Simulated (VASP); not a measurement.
# Ti (Im-3m) in VASP: a series of runs

Ti is run at these levels: PBEsol; tasks: single point.

Program: VASP 6.6.1. These are calculated values, not measurements. Logs are shortened: lines on timing, memory, paths and dates and some standing lists are left out, and cuts for length are marked.

## 1. The cell of the first run

It takes space group Im-3m (No. 229, cubic). The conventional cell has a = 3.019 Å, b = 3.019 Å, c = 3.019 Å, α = 90.00°, β = 90.00°, γ = 90.00°. Ti (site symmetry m-3m) has 14 Ti at 2.61 to 3.02 Å within 3.4 Å.

This isn't the form of Ti at room conditions, which is hcp.

## 2. Single point, PBEsol (strain -0.080 along x and y, -0.080 along z)

Contents of INCAR:

```
SYSTEM = Ti
  PREC = Accurate
  ENCUT = 520
  EDIFF = 1E-6
  ISMEAR = 0
  SIGMA = 0.15
  LREAL = .FALSE.
  LASPH = .TRUE.
  NELM = 60
  ALGO = Normal
  ISIF = 2
  LWAVE = .FALSE.
  LCHARG = .TRUE.
  GGA = PS
  LELF = .TRUE.
  LVHAR = .TRUE.
  NBANDS = 12
```

Contents of KPOINTS:

```
regular mesh
0
G
  20 20 20
  0 0 0
```

Contents of POSCAR:

```
Ti
1.0
   -1.5097200000      1.5097200000      1.5097200000
    1.5097200000     -1.5097200000      1.5097200000
    1.5097200000      1.5097200000     -1.5097200000
Ti
1
Direct
    0.0000000000      0.0000000000      0.0000000000
```

Potentials or basis: VASP PAW PBE potentials, release 64 (Ti_sv).

Launch:

```sh
$ cat potpaw_PBE.64/Ti_sv/POTCAR > POTCAR
$ mpirun -np 1 vasp_std > vasp.out
```

OUTCAR:

```text
SYSTEM = Ti
   PREC = Accurate
   ENCUT = 520
   EDIFF = 1E-6
   ISMEAR = 0
   LREAL = .FALSE.
   LASPH = .TRUE.
   NELM = 60
   ISIF = 2
   GGA = PS

 ion  position               nearest neighbor table
   1  0.000  0.000  0.000-

  LATTYP: Found a body centered cubic cell.
 ALAT       =     3.0194400000

  Lattice vectors:

 A1 = (  -1.5097200000,   1.5097200000,   1.5097200000)
 A2 = (   1.5097200000,  -1.5097200000,   1.5097200000)
 A3 = (   1.5097200000,   1.5097200000,  -1.5097200000)

Analysis of symmetry for initial positions (statically):
=====================================================================
 Subroutine PRICEL returns:
 Original cell was already a primitive cell.

 Routine SETGRP: Setting up the symmetry group for a
 body centered cubic supercell.

 Subroutine GETGRP returns: Found 48 space group operations
 (whereof 48 operations were pure point group operations)
 out of a pool of 48 trial point group operations.

The static configuration has the point symmetry O_h .

Analysis of symmetry for dynamics (positions and initial velocities):
=====================================================================
 Subroutine PRICEL returns:
 Original cell was already a primitive cell.

 Routine SETGRP: Setting up the symmetry group for a
 body centered cubic supercell.

 Subroutine GETGRP returns: Found 48 space group operations
 (whereof 48 operations were pure point group operations)
 out of a pool of 48 trial point group operations.

The dynamic configuration has the point symmetry O_h .

 Subroutine INISYM returns: Found 48 space group operations
 (whereof 48 operations are pure point group operations),
 and found     1 'primitive' translations

----------------------------------------------------------------------------------------

                                     Primitive cell

  volume of cell :      13.7641

  direct lattice vectors                    reciprocal lattice vectors
    -1.509720000  1.509720000  1.509720000     0.000000000  0.331187240  0.331187240
     1.509720000 -1.509720000  1.509720000     0.331187240  0.000000000  0.331187240
     1.509720000  1.509720000 -1.509720000     0.331187240  0.331187240  0.000000000

  length of vectors
     2.614911745  2.614911745  2.614911745     0.468369487  0.468369487  0.468369487

  position of ions in fractional coordinates (direct lattice)
     0.000000000  0.000000000  0.000000000

  ion indices of the primitive-cell ions
   primitive index   ion index
                 1           1

----------------------------------------------------------------------------------------

 KPOINTS: regular mesh

Automatic generation of k-mesh.
 Grid dimensions read from file:
 generate k-points for:   20   20   20

 Generating k-lattice:

  Cartesian coordinates                     Fractional coordinates (reciprocal lattice)
     0.000000000  0.016559362  0.016559362     0.050000000  0.000000000  0.000000000
     0.016559362  0.000000000  0.016559362     0.000000000  0.050000000  0.000000000
     0.016559362  0.016559362  0.000000000     0.000000000  0.000000000  0.050000000

  Length of vectors
     0.023418474  0.023418474  0.023418474

  Shift w.r.t. Gamma in fractional coordinates (k-lattice)
     0.000000000  0.000000000  0.000000000

 Subroutine IBZKPT returns following result:
 ===========================================

 Found    256 irreducible k-points:

 Following reciprocal coordinates:
            Coordinates               Weight
  0.000000  0.000000  0.000000      1.000000
  0.050000  0.000000  0.000000     12.000000
  0.100000  0.000000  0.000000     12.000000
  0.150000  0.000000  0.000000     12.000000
  0.200000  0.000000  0.000000     12.000000
  0.250000  0.000000  0.000000     12.000000
[... 16 lines left out ...]
  0.200000  0.100000  0.000000     48.000000
  0.250000  0.100000  0.000000     48.000000
 [... further k-points ...]
   k-points           NKPTS =    256   k-points in BZ     NKDIM =    256   number of bands    NBANDS=     12
   number of dos      NEDOS =    301   number of ions     NIONS =      1
   total plane-waves  NPLWV =   8000
   dimension x,y,z NGX =    20 NGY =   20 NGZ =   20
   dimension x,y,z NGXF=    40 NGYF=   40 NGZF=   40
   ions per type =               1
   NGX,Y,Z   is equivalent  to a cutoff of  12.72, 12.72, 12.72 a.u.
   NGXF,Y,Z  is equivalent  to a cutoff of  25.43, 25.43, 25.43 a.u.
 SYSTEM =  Ti
   PREC   = accura    normal or accurate (medium, high low for compatibility)
   ISTART =      0    job   : 0-new  1-cont  2-samecut
   ICHARG =      2    charge: 1-file 2-atom 10-const
   ISPIN  =      1    spin polarized calculation?
   LNONCOLLINEAR =      F non collinear calculations
   LSORBIT =      F    spin-orbit coupling
   LASPH  =      T    aspherical Exc in radial PAW
   ENCUT  =  520.0 eV  38.22 Ry    6.18 a.u.   4.86  4.86  4.86*2*pi/ulx,y,z
   NELM   =     60;   NELMIN=  2; NELMDL= -5     # of ELM steps
   EDIFF  = 0.1E-05   stopping-criterion for ELM
   LREAL  =      F    real-space projection
   EDIFFG = 0.1E-04   stopping-criterion for IOM
   NSW    =      0    number of steps for IOM
   IBRION =     -1    ionic relax: 0-MD 1-quasi-New 2-CG
   NFREE  =      0    steps in history (QN), initial steepest desc. (CG)
   ISIF   =      2    stress and relaxation
   ISYM   =      2    0-nonsym 1-usesym 2-fastsym
   POTIM  = 0.5000    time-step for ionic-motion
   TEBEG  =    0.0;   TEEND  =   0.0 temperature during run
   PSTRESS=    0.0 pullay stress
   NELECT =      12.0000    total number of electrons
   NUPDOWN=      -1.0000    fix difference up-down
   EMIN   =  10.00;   EMAX   =-10.00  energy-range for DOS
   EFERMI =   0.00;   METHOD = LEGACY
   ISMEAR =     0;   SIGMA  =   0.15  broadening in eV -4-tet -1-fermi 0-gaus
   EFERMI_NEDOS =   21; number of points for ismear=-14 and -15
   IALGO  =     38    algorithm
   IMIX   =      4    mixing-type and parameters
     AMIX     =   0.40;   BMIX     =  1.00
     AMIX_MAG =   1.60;   BMIX_MAG =  1.00
  volume/ion in A,a.u.               =      13.76        92.89
  Fermi-wavevector in a.u.,A,eV,Ry     =   1.563936  2.955410 33.278412  2.445894
  Thomas-Fermi vector in A             =   2.666633
   LORBIT       =      0    0 simple, 1 ext, 2 COOP (PROOUT), +10 PAW based schemes
   GGA     = PS    functional components
   LHFCALC =     F    Hartree Fock is set to
   AEXX    =    0.0000 exact exchange contribution
   IVDW    =     0    specifies the selected vdW correction
   LEPSILON=     F    determine dielectric tensor
   LRPA    =     F    only Hartree local field effects (RPA)
 non-spin polarized calculation
 Gauss-broadening in eV      SIGMA  =   0.15
  energy-cutoff  :      520.00
  volume of cell :       13.76
 maximum number of plane-waves:       384
   NGX =  9   NGY =  9   NGZ =  9

 number of electron      12.0000000 magnetization

 Free energy of the ion-electron system (eV)
  ---------------------------------------------------
  ext. energy  EPLUGINS =         0.00000000
  ---------------------------------------------------
  free energy    TOTEN  =        -8.04179793 eV

  energy without entropy =       -8.02406986  energy(sigma->0) =       -8.03293390

 E-fermi :  10.5937     XC(G=0): -12.7878

 val. band max:       10.5886798869   @ k =   0.3500   0.2500   0.0500
 cond. band min:      10.6009633998   @ k =   0.2000   0.1000   0.0500
 fundamental gap:      0.0122835128
 Fermi energy:        10.5937252225

 k-point     1 :       0.0000    0.0000    0.0000
  band No.  band energies     occupation
      1     -45.3211      2.00000
      2     -20.8618      2.00000
      3     -20.8618      2.00000
      4     -20.8618      2.00000
      5       4.2510      2.00000
      6      11.7555      0.00000
      7      11.7555      0.00000
      8      11.7555      0.00000
      9      14.0993      0.00000
     10      14.0993      0.00000
     11      29.7057      0.00000
     12      29.7057      0.00000

 k-point     2 :       0.0500    0.0000    0.0000
  band No.  band energies     occupation
      1     -45.3132      2.00000
      2     -20.8986      2.00000
      3     -20.8724      2.00000
      4     -20.8622      2.00000
      5       4.3598      2.00000
      6      11.6998      0.00000
      7      11.7413      0.00000
      8      11.8410      0.00000
      9      14.0283      0.00000
     10      14.1018      0.00000
     11      29.6767      0.00000
     12      29.7302      0.00000

 k-point     3 :       0.1000    0.0000    0.0000
  band No.  band energies     occupation
      1     -45.2901      2.00000
      2     -21.0046      2.00000
      3     -20.9032      2.00000
      4     -20.8634      2.00000
      5       4.6769      2.00000
      6      11.5416      0.00000
      7      11.6819      0.00000
      8      12.0933      0.00000
      9      13.8602      0.00000
     10      14.1118      0.00000
     11      29.5286      0.00000
     12      29.7455      0.00000
[... 286 lines left out ...]
 k-point    23 :       0.2000    0.1000    0.0000
  band No.  band energies     occupation
      1     -45.1413      2.00000
      2     -21.6260      2.00000
      3     -21.0834      2.00000
      4     -20.9145      2.00000
      5       6.7283      2.00000
      6      10.6925      0.35174
      7      10.8827      0.00645
      8      13.5135      0.00000
      9      14.0307      0.00000
     10      14.4277      0.00000
     11      27.2958      0.00000
     12      28.1723      0.00000

 k-point    24 :       0.2500    0.1000    0.0000
  band No.  band energies     occupation
      1     -45.0921      2.00000
      2     -21.8142      2.00000
      3     -21.1588      2.00000
      4     -20.9194      2.00000
      5       7.3067      2.00000
      6      10.4212      1.89626
      7      10.8135      0.03824
      8      13.6517      0.00000
      9      14.5024      0.00000
     10      14.7790      0.00000
     11      26.0223      0.00000
     12      27.3952      0.00000

 [... further k-points ...]

------------------------ aborting loop because EDIFF is reached ----------------------------------------

  FORCE on cell =-STRESS in cart. coord.  units (eV):
  Direction    XX          YY          ZZ          XY          YZ          ZX
  --------------------------------------------------------------------------------------
  -------------------------------------------------------------------------------------
  Total        2.3314897      2.3314897      2.3314897      0.0000000      0.0000000      0.0000000
  in kB      271.3906392    271.3906392    271.3906392      0.0000000      0.0000000      0.0000000
  external PRESSURE =     271.3906392 kB  Pullay stress =       0.0000000 kB

 VOLUME and BASIS-vectors are now :
 -----------------------------------------------------------------------------
  energy-cutoff  :      520.00
  volume of cell :       13.76
      direct lattice vectors                 reciprocal lattice vectors
    -1.509720000  1.509720000  1.509720000     0.000000000  0.331187240  0.331187240
     1.509720000 -1.509720000  1.509720000     0.331187240  0.000000000  0.331187240
     1.509720000  1.509720000 -1.509720000     0.331187240  0.331187240  0.000000000

 POSITION                                       TOTAL-FORCE (eV/Angst)
 -----------------------------------------------------------------------------------
      0.00000      0.00000      0.00000        -0.000000      0.000000     -0.000000
 -----------------------------------------------------------------------------------
    total drift:                                0.000000      0.000000      0.000000

  FREE ENERGIE OF THE ION-ELECTRON SYSTEM (eV)
  ---------------------------------------------------
  free  energy   TOTEN  =        -8.0417979332 eV

  energy  without entropy=       -8.0240698628  energy(sigma->0) =       -8.03293390
```

It took 15 s on 1 thread of Intel Xeon 6975P-C (Granite Rapids), shared host; peak memory 0.15 GiB.

Results:

- Free energy: -8.0418 eV
- Pressure: 27.1 GPa
- Band gap on the k mesh: zero (bands 6 and 7 overlap by 1.87 eV)

Caveat: the cell differs from its parent crystal (strain -0.080 along x and y, -0.080 along z); the cell stands under pressure; the PAW data sets were made with another functional, which shifts forces and pressure a little.

## 3. Single point, PBEsol (strain -0.040 along x and y, -0.040 along z)

Contents of INCAR:

```
SYSTEM = Ti
ALGO = Normal
EDIFF = 1E-6
ENCUT = 520
GGA = PS
ISIF = 2
ISMEAR = 0
LASPH = .True.
LCHARG = .False.
LREAL = .False.
LWAVE = .False.
NBANDS = 12
NELM = 60
PREC = Accurate
SIGMA = 0.15
```

Contents of KPOINTS:

```
k-points
0
Gamma
  20 20 20
  0 0 0
```

Contents of POSCAR:

```
Ti
1.0
   -1.5753600000      1.5753600000      1.5753600000
    1.5753600000     -1.5753600000      1.5753600000
    1.5753600000      1.5753600000     -1.5753600000
Ti
1
Direct
    0.0000000000      0.0000000000      0.0000000000
```

Potentials or basis: VASP PAW PBE potentials, release 64 (Ti_sv).

Launch:

```sh
$ cat potpaw_PBE.64/Ti_sv/POTCAR > POTCAR
$ mpirun -np 1 vasp_std > vasp.out
```

Run time: 15 s. Hardware: 1 thread of Intel Xeon 6975P-C (Granite Rapids), shared host; peak memory 0.16 GiB.

Results (log left out):

```
Free energy            : -8.2300 eV
Pressure               : 6.6 GPa
Band gap on the k mesh : zero (bands 6 and 7 overlap by 1.82 eV)
```

Levels at points of the mesh, in eV from the Fermi level:
| k point | band 2 | band 3 | band 4 | band 5 | band 6 | band 7 | band 8 | band 9 | band 10 | band 11 |
| --- | --- | --- | --- | --- | --- | --- | --- | --- | --- | --- |
| (0.00, 0.00, 0.00) | -31.90 | -31.90 | -31.90 | -6.16 | 1.08 | 1.08 | 1.08 | 3.09 | 3.09 | 18.18 |
| (0.50, 0.00, 0.00) | -32.85 | -32.19 | -31.91 | -2.73 | -0.52 | 1.52 | 3.10 | 3.50 | 4.89 | 10.00 |
| (0.50, 0.50, 0.50) | -32.54 | -32.54 | -32.54 | -2.48 | -2.48 | 4.48 | 4.48 | 4.48 | 9.26 | 9.26 |

Caveat: the cell differs from its parent crystal (strain -0.040 along x and y, -0.040 along z); the cell stands under pressure; the PAW data sets were made with another functional, which shifts forces and pressure a little.
